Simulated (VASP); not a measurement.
# EuO (Fm-3m) in VASP: single point with PBE+U

Aim: the single point of EuO with PBE+U.

All numbers are computed with VASP 6.6.1; they aren't measurements. Logs are shortened: lines on timing, memory, paths and dates and some standing lists are left out, and cuts for length are marked.

## (1) The cell of the first run

It takes space group Fm-3m (No. 225, cubic). Conventional cell: a = 5.144 Å, b = 5.144 Å, c = 5.144 Å, α = 90.00°, β = 90.00°, γ = 90.00°. Within 3.4 Å of Eu (site symmetry m-3m) lie 6 O at 2.57 Å. O (site symmetry m-3m) has 6 Eu at 2.57 Å within 3.4 Å.

## (2) Single point, PBE+U

The input, INCAR:

```
SYSTEM = EuO
ALGO = Normal
EDIFF = 1E-6
ENCUT = 600
GGA = PE
GGA_COMPAT = .False.
ISIF = 2
ISMEAR = -1
LASPH = .True.
LCHARG = .False.
LDAU = .True.
LDAUJ = 0 0
LDAUL = 3 -1
LDAUPRINT = 1
LDAUTYPE = 2
LDAUU = 5.3 0
LMAXMIX = 6
LREAL = .False.
LWAVE = .False.
NBANDS = 31
NELM = 200
PREC = Accurate
SIGMA = 0.03
```

The input, KPOINTS:

```
k-points
0
Gamma
  6 6 3
  0 0 0
```

The input, POSCAR:

```
EuO
1.0
    0.0000000000      2.5719500000      2.5719500000
    2.5719500000      0.0000000000      2.5719500000
    5.1439000000      5.1439000000      0.0000000000
Eu O
2 2
Direct
    0.0000000000      0.0000000000      0.0000000000
    0.0000000000      0.0000000000      0.5000000000
    0.5000000000      0.5000000000      0.2500000000
    0.5000000000      0.5000000000      0.7500000000
```

Potentials or basis: VASP PAW PBE potentials, release 64 (Eu, O).

On the command line:

```bash
cat potpaw_PBE.64/Eu/POTCAR potpaw_PBE.64/O/POTCAR > POTCAR
mpirun -np 1 vasp_std > vasp.out
```

OUTCAR:

```text
SYSTEM = EuO
   EDIFF = 1E-6
   ENCUT = 600
   GGA = PE
   ISIF = 2
   ISMEAR = -1
   LASPH = .True.
   LREAL = .False.
   NELM = 200
   PREC = Accurate

 ion  position               nearest neighbor table
   1  0.000  0.000  0.000-   4 2.57   3 2.57   4 2.57   3 2.57   4 2.57   3 2.57
   2  0.000  0.000  0.500-   3 2.57   3 2.57   4 2.57   3 2.57   4 2.57   4 2.57
   3  0.500  0.500  0.250-   1 2.57   1 2.57   2 2.57   1 2.57   2 2.57   2 2.57
   4  0.500  0.500  0.750-   2 2.57   1 2.57   2 2.57   1 2.57   2 2.57   1 2.57

  LATTYP: Found a trigonal (rhomboedric) cell.
 ALAT       =     6.2999651440
 COS(alpha) =     0.8333333333

  Lattice vectors:

 A1 = (   5.1439000000,   2.5719500000,  -2.5719500000)
 A2 = (   2.5719500000,   2.5719500000,  -5.1439000000)
 A3 = (   2.5719500000,   5.1439000000,  -2.5719500000)

Analysis of symmetry for initial positions (statically):
=====================================================================
 Subroutine PRICEL returns following result:

  LATTYP: Found a face centered cubic cell.
 ALAT       =     5.1439000000

  Lattice vectors:

 A1 = (   0.0000000000,   2.5719500000,   2.5719500000)
 A2 = (   2.5719500000,   0.0000000000,   2.5719500000)
 A3 = (   2.5719500000,   2.5719500000,   0.0000000000)

   2 primitive cells build up your supercell.

 Routine SETGRP: Setting up the symmetry group for a
 trigonal (rhombohedral) supercell.

 Subroutine GETGRP returns: Found 12 space group operations
 (whereof 12 operations were pure point group operations)
 out of a pool of 12 trial point group operations.

The static configuration has the point symmetry D_3d.

Analysis of symmetry for dynamics (positions and initial velocities):
=====================================================================
 Subroutine PRICEL returns following result:

  LATTYP: Found a face centered cubic cell.
 ALAT       =     5.1439000000

  Lattice vectors:

 A1 = (   0.0000000000,   2.5719500000,   2.5719500000)
 A2 = (   2.5719500000,   0.0000000000,   2.5719500000)
 A3 = (   2.5719500000,   2.5719500000,   0.0000000000)

   2 primitive cells build up your supercell.

 Routine SETGRP: Setting up the symmetry group for a
 trigonal (rhombohedral) supercell.

 Subroutine GETGRP returns: Found 12 space group operations
 (whereof 12 operations were pure point group operations)
 out of a pool of 12 trial point group operations.

The dynamic configuration has the point symmetry D_3d.

[... 184 lines left out ...]
  o =  0.9878  v = -0.3536 -0.0000  0.4564 -0.0000 -0.4564 -0.5774 -0.3536  0.0000  0.0000  0.0000  0.0000  0.0000  0.0000  0.0000      0.0000  0.0000  0.0000  0.0000  0.0000  0.0000  0.0000  0.0000  0.0000  0.0000  0.0000  0.0000  0.0000  0.0000
  o =  0.9878  v =  0.0000  0.0000  0.0000  0.0000  0.0000  0.0000  0.0000 -0.3536 -0.0000  0.4564 -0.0000 -0.4564 -0.5774 -0.3536      0.0000  0.0000  0.0000  0.0000  0.0000  0.0000  0.0000  0.0000  0.0000  0.0000  0.0000  0.0000  0.0000  0.0000
  o =  0.9878  v =  0.0000  0.0000  0.0000  0.0000  0.0000  0.0000  0.0000  0.2217  0.0000 -0.2835 -0.0001  0.3586 -0.8147  0.2797      0.0000  0.0000  0.0000  0.0000  0.0000  0.0000  0.0000  0.0000  0.0000  0.0000  0.0000  0.0000  0.0000  0.0000
  o =  0.9878  v =  0.2217  0.0000 -0.2835 -0.0001  0.3586 -0.8147  0.2797  0.0000  0.0000  0.0000  0.0000  0.0000  0.0000  0.0000      0.0000  0.0000  0.0000  0.0000  0.0000  0.0000  0.0000  0.0000  0.0000  0.0000  0.0000  0.0000  0.0000  0.0000
  o =  0.9878  v =  0.0000  0.0000  0.0000  0.0000  0.0000  0.0000  0.0000  0.4482 -0.0000 -0.5799  0.0018 -0.5367 -0.0548 -0.4144      0.0000  0.0000  0.0000  0.0000  0.0000  0.0000  0.0000  0.0000  0.0000  0.0000  0.0000  0.0000  0.0000  0.0000
  o =  0.9878  v =  0.4482 -0.0000 -0.5799  0.0018 -0.5367 -0.0548 -0.4144  0.0000  0.0000  0.0000  0.0000  0.0000  0.0000  0.0000      0.0000  0.0000  0.0000  0.0000  0.0000  0.0000  0.0000  0.0000  0.0000  0.0000  0.0000  0.0000  0.0000  0.0000

atom =   2  type =  1  l = 3

 onsite density matrix

spin component  1

  0.3923  0.0003 -0.4613  0.0001 -0.0001 -0.0010  0.0017
  0.0003  0.0313  0.0002  0.0004  0.0002 -0.0000 -0.0003
 -0.4613  0.0002  0.6305 -0.0015  0.0009 -0.0008  0.0001
  0.0001  0.0004 -0.0015  0.0349 -0.0015 -0.0000 -0.0001
 -0.0001  0.0002  0.0009 -0.0015  0.6305  0.0008  0.4613
 -0.0010 -0.0000 -0.0008 -0.0000  0.0008  0.9878 -0.0010
  0.0017 -0.0003  0.0001 -0.0001  0.4613 -0.0010  0.3923

spin component  2

  0.3923  0.0003 -0.4613  0.0001 -0.0001 -0.0010  0.0017
  0.0003  0.0313  0.0002  0.0004  0.0002 -0.0000 -0.0003
 -0.4613  0.0002  0.6305 -0.0015  0.0009 -0.0008  0.0001
  0.0001  0.0004 -0.0015  0.0349 -0.0015 -0.0000 -0.0001
 -0.0001  0.0002  0.0009 -0.0015  0.6305  0.0008  0.4613
 -0.0010 -0.0000 -0.0008 -0.0000  0.0008  0.9878 -0.0010
  0.0017 -0.0003  0.0001 -0.0001  0.4613 -0.0010  0.3923

 occupancies and eigenvectors

  o =  0.0311  v = -0.1379  0.9532 -0.1068 -0.1745 -0.1068  0.0000  0.1379  0.0000  0.0000  0.0000  0.0000  0.0000  0.0000  0.0000      0.0000  0.0000  0.0000  0.0000  0.0000  0.0000  0.0000  0.0000  0.0000  0.0000  0.0000  0.0000  0.0000  0.0000
  o =  0.0311  v =  0.0000  0.0000  0.0000  0.0000  0.0000  0.0000  0.0000 -0.1379  0.9532 -0.1068 -0.1745 -0.1068  0.0000  0.1379      0.0000  0.0000  0.0000  0.0000  0.0000  0.0000  0.0000  0.0000  0.0000  0.0000  0.0000  0.0000  0.0000  0.0000
  o =  0.0335  v = -0.4351 -0.3022 -0.3370 -0.5504 -0.3370 -0.0000  0.4351  0.0000  0.0000  0.0000  0.0000  0.0000  0.0000  0.0000      0.0000  0.0000  0.0000  0.0000  0.0000  0.0000  0.0000  0.0000  0.0000  0.0000  0.0000  0.0000  0.0000  0.0000
  o =  0.0335  v =  0.0000  0.0000  0.0000  0.0000  0.0000  0.0000  0.0000 -0.4351 -0.3022 -0.3370 -0.5504 -0.3370 -0.0000  0.4351      0.0000  0.0000  0.0000  0.0000  0.0000  0.0000  0.0000  0.0000  0.0000  0.0000  0.0000  0.0000  0.0000  0.0000
  o =  0.0357  v = -0.2784 -0.0000 -0.2135  0.8139 -0.2824  0.0001  0.3671  0.0000  0.0000  0.0000  0.0000  0.0000  0.0000  0.0000      0.0000  0.0000  0.0000  0.0000  0.0000  0.0000  0.0000  0.0000  0.0000  0.0000  0.0000  0.0000  0.0000  0.0000
  o =  0.0357  v =  0.0000  0.0000  0.0000  0.0000  0.0000  0.0000  0.0000 -0.2784 -0.0000 -0.2135  0.8139 -0.2824  0.0001  0.3671      0.0000  0.0000  0.0000  0.0000  0.0000  0.0000  0.0000  0.0000  0.0000  0.0000  0.0000  0.0000  0.0000  0.0000
  o =  0.0357  v =  0.0000  0.0000  0.0000  0.0000  0.0000  0.0000  0.0000 -0.5824  0.0000 -0.4521  0.0648  0.4126 -0.0018 -0.5310      0.0000  0.0000  0.0000  0.0000  0.0000  0.0000  0.0000  0.0000  0.0000  0.0000  0.0000  0.0000  0.0000  0.0000
  o =  0.0357  v = -0.5824  0.0000 -0.4521  0.0648  0.4126 -0.0018 -0.5310  0.0000  0.0000  0.0000  0.0000  0.0000  0.0000  0.0000      0.0000  0.0000  0.0000  0.0000  0.0000  0.0000  0.0000  0.0000  0.0000  0.0000  0.0000  0.0000  0.0000  0.0000
  o =  0.9878  v = -0.3536  0.0000  0.4564  0.0000 -0.4564 -0.5774 -0.3536  0.0000  0.0000  0.0000  0.0000  0.0000  0.0000  0.0000      0.0000  0.0000  0.0000  0.0000  0.0000  0.0000  0.0000  0.0000  0.0000  0.0000  0.0000  0.0000  0.0000  0.0000
  o =  0.9878  v =  0.0000  0.0000  0.0000  0.0000  0.0000  0.0000  0.0000 -0.3536  0.0000  0.4564  0.0000 -0.4564 -0.5774 -0.3536      0.0000  0.0000  0.0000  0.0000  0.0000  0.0000  0.0000  0.0000  0.0000  0.0000  0.0000  0.0000  0.0000  0.0000
  o =  0.9878  v =  0.0000  0.0000  0.0000  0.0000  0.0000  0.0000  0.0000  0.4600 -0.0000 -0.5950  0.0018 -0.5156 -0.1007 -0.3980      0.0000  0.0000  0.0000  0.0000  0.0000  0.0000  0.0000  0.0000  0.0000  0.0000  0.0000  0.0000  0.0000  0.0000
  o =  0.9878  v =  0.4600 -0.0000 -0.5950  0.0018 -0.5156 -0.1007 -0.3980  0.0000  0.0000  0.0000  0.0000  0.0000  0.0000  0.0000      0.0000  0.0000  0.0000  0.0000  0.0000  0.0000  0.0000  0.0000  0.0000  0.0000  0.0000  0.0000  0.0000  0.0000
  o =  0.9878  v =  0.0000  0.0000  0.0000  0.0000  0.0000  0.0000  0.0000  0.1960 -0.0000 -0.2503 -0.0002  0.3883 -0.8103  0.3027      0.0000  0.0000  0.0000  0.0000  0.0000  0.0000  0.0000  0.0000  0.0000  0.0000  0.0000  0.0000  0.0000  0.0000
  o =  0.9878  v =  0.1960 -0.0000 -0.2503 -0.0002  0.3883 -0.8103  0.3027  0.0000  0.0000  0.0000  0.0000  0.0000  0.0000  0.0000      0.0000  0.0000  0.0000  0.0000  0.0000  0.0000  0.0000  0.0000  0.0000  0.0000  0.0000  0.0000  0.0000  0.0000

 number of electron      45.9999991 magnetization

 Free energy of the ion-electron system (eV)
  ---------------------------------------------------
  ext. energy  EPLUGINS =         0.00000000
  ---------------------------------------------------
  free energy    TOTEN  =       -26.72230075 eV

  energy without entropy =      -26.71300046  energy(sigma->0) =      -26.71765060

 E-fermi :   5.3969     XC(G=0): -11.0917

 val. band max:        5.3952948127   @ k =  -0.1667   0.1667   0.0000
 cond. band min:       5.4847231254   @ k =  -0.3333   0.3333   0.0000
 fundamental gap:      0.0894283126
 Fermi energy:         5.3968785762

 k-point     1 :       0.0000    0.0000    0.0000
  band No.  band energies     occupation
      1     -37.0687      2.00000
      2     -36.9804      2.00000
      3     -17.0495      2.00000
      4     -15.5296      2.00000
      5     -15.5296      2.00000
      6     -15.4461      2.00000
[... 533 lines left out ...]
     30       6.3779      0.00000
     31       6.5316      0.00000

------------------------ aborting loop because EDIFF is reached ----------------------------------------

  FORCE on cell =-STRESS in cart. coord.  units (eV):
  Direction    XX          YY          ZZ          XY          YZ          ZX
  --------------------------------------------------------------------------------------
  -------------------------------------------------------------------------------------
  Total       -5.6352770     -5.6352770     -5.6352770      0.0136144     -0.0136144     -0.0136144
  in kB     -132.6716998   -132.6716998   -132.6716998      0.3205240     -0.3205240     -0.3205240
  external PRESSURE =    -132.6716998 kB  Pullay stress =       0.0000000 kB

 VOLUME and BASIS-vectors are now :
 -----------------------------------------------------------------------------
  energy-cutoff  :      600.00
  volume of cell :       68.05
      direct lattice vectors                 reciprocal lattice vectors
     0.000000000  2.571950000  2.571950000    -0.194405023  0.194405023  0.194405023
     2.571950000  0.000000000  2.571950000     0.194405023 -0.194405023  0.194405023
     5.143900000  5.143900000  0.000000000     0.097202512  0.097202512 -0.097202512

 POSITION                                       TOTAL-FORCE (eV/Angst)
 -----------------------------------------------------------------------------------
      0.00000      0.00000      0.00000        -0.000000     -0.000000     -0.000000
      2.57195      2.57195      0.00000         0.000000     -0.000000     -0.000000
      2.57195      2.57195      2.57195         0.000000      0.000000      0.000000
      5.14390      5.14390      2.57195         0.000000      0.000000      0.000000
 -----------------------------------------------------------------------------------
    total drift:                                0.000000      0.000000      0.000000

  FREE ENERGIE OF THE ION-ELECTRON SYSTEM (eV)
  ---------------------------------------------------
  free  energy   TOTEN  =       -26.7223007461 eV

  energy  without entropy=      -26.7130004552  energy(sigma->0) =      -26.71765060
```

It took 16 min on 1 thread of Intel Xeon 8259CL, shared host; peak memory 0.25 GiB.

Results:

```
Free energy            : -26.7223 eV
Pressure               : -13.3 GPa
Band gap on the k mesh : zero (bands 23 and 24 overlap by 0.44 eV)
```

Eigenvalues of the final occupation matrices:
```tsv
site	spin	trace	eigenvalues
site 1 f	1	3.10	0.03 0.03 0.04 0.04 0.99 0.99 0.99
site 1 f	2	3.10	0.03 0.03 0.04 0.04 0.99 0.99 0.99
site 2 f	1	3.10	0.03 0.03 0.04 0.04 0.99 0.99 0.99
site 2 f	2	3.10	0.03 0.03 0.04 0.04 0.99 0.99 0.99
```

Caveat: the cell stands under tension; spin-orbit coupling is left out, which moves the levels of the heavy elements; the run has no spin polarisation, though such a crystal can be magnetic; U without spin polarisation on a metal has little footing. Spin polarisation is off, so any magnetic state and its effect on volume and gap are missing.
